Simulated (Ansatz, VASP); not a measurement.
## One calculation of InP, two programs

```
In P
1.0
     0.00000    2.93050    2.93050
     2.93050    0.00000    2.93050
     2.93050    2.93050    0.00000
In P
1 1
Cartesian
  0.0000 0.0000 0.0000
  4.3957 4.3957 4.3957
```

Alike in both runs: task single point; functional PBE; dispersion D3(BJ); k mesh 6 × 6 × 6; occupations gaussian, width 0.1 eV; no spin polarisation.

|  | VASP | Ansatz |
| --- | --- | --- |
| version | VASP 6.6.1 | Ansatz 0.2.0 |
| potentials or method | VASP PAW PBE potentials, release 64 (In_d, P), cutoff 500 eV | scalar-relativistic, plane waves, PAW |
| valence electrons in the cell | 18 | 18 |

```tsv
	VASP	Ansatz	Ansatz less VASP
gap on the k mesh at the Fermi level (eV)	0.71	0.71	+0.003
least direct gap on the mesh (eV)	0.71	0.71	+0.003
pressure (GPa)	1.1	1.1	+0.06
```
